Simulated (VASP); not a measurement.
Crystal: LuBW3.

```
Lu B W
1.0
     3.99562    0.00000    0.00000
     0.00000    3.99562    0.00000
     0.00000    0.00000    5.05100
Lu B W
1 1 3
Direct
  0.00000 0.00000 0.98389
  0.50000 0.50000 0.68722
  0.00000 0.50000 0.50068
  0.50000 0.50000 0.10014
  0.50000 0.00000 0.50068
```

The cell was built from a structure type or drawn by symmetry, and may not be a known phase.

```yaml
Program: VASP 6.6.1
Task: relaxation of cell and atoms
Functional: PBE
Potentials_or_basis: VASP PAW PBE potentials, release 64 (Lu, B, W_sv)
Cutoff: 600 eV
k_mesh: 4 × 4 × 4
Occupations: gaussian, width 0.1 eV
Spin: no spin polarisation
```

At the start: pressure 5.2 GPa; volume 16.13 Å³/atom.

Where does the relaxation end?

Over 32 steps the energy falls by 214.2 meV/atom and the volume is 16.34 Å³/atom (+1.3 %); space group P4mm (No. 99, to 0.1 Å) before and after.

Step by step:
```
step  energy change (eV)  largest force (eV/Å)  pressure (GPa)  volume (Å³)
   1              0.0000                1.7852            5.23        80.64
   2             -0.1865                1.9238           -8.06        86.94
   3             -0.1891                1.8067           -6.48        86.01
   4             -0.3960                1.6237           -5.04        85.89
   5             -0.2372                1.8889            4.92        85.47
   6             -0.5002                0.9880           -2.03        85.73
   7             -0.5013                0.9198           -2.48        85.75
   8             -0.5480                0.7571            0.17        84.41
   9             -0.5681                0.5523            3.43        82.94
  10             -0.6014                0.3753            2.53        83.19
  11             -0.6653                0.6157            0.22        83.93
  12             -0.6135                1.5818           -2.94        85.28
  13             -0.6770                0.7331           -0.82        84.32
  14             -0.7158                0.8843           -0.43        84.29
  15             -0.7441                1.0982            0.53        84.19
  16             -0.7825                0.8856           -0.18        84.51
  17             -0.8361                0.6024           -2.00        85.41
  18             -0.8647                0.6586            0.96        83.89
  19             -0.8669                0.6778            2.07        83.33
  20             -0.8895                0.4233            1.43        83.29
  21             -0.9360                0.8104           -0.13        83.18
  22             -0.8943                2.1533           -1.61        82.94
  23             -0.9461                1.1537           -0.73        83.11
  24             -0.9755                0.9210           -0.68        82.84
  25             -1.0308                0.2742            0.26        82.03
  26             -1.0366                0.8467            3.59        80.42
  27             -1.0537                0.5479            1.96        81.13
  28             -1.0697                0.0780           -0.80        82.03
  29             -1.0698                0.0920           -0.55        81.95
  30             -1.0709                0.0404            0.23        81.62
  31             -1.0710                0.0461            0.17        81.66
  32             -1.0712                0.0316            0.11        81.72
```

Final structure:
```yaml
crystal:
  lattice:
    - [4.33924, 0.00000, 0.00000]
    - [0.00000, 4.33924, 0.00000]
    - [0.00000, 0.00000, 4.34002]
  atoms:
    - { symbol: Lu, position: [0.00000, 0.00000, 0.04385] }
    - { symbol: B, position: [0.50000, 0.50000, 0.57195] }
    - { symbol: W, position: [0.00000, 0.50000, 0.54389] }
    - { symbol: W, position: [0.50000, 0.50000, 0.06902] }
    - { symbol: W, position: [0.50000, 0.00000, 0.54389] }
```

Caveat: the k points lie up to 0.36 Å⁻¹ apart in the final cell, too coarse for converged energies and pressures of a metal.
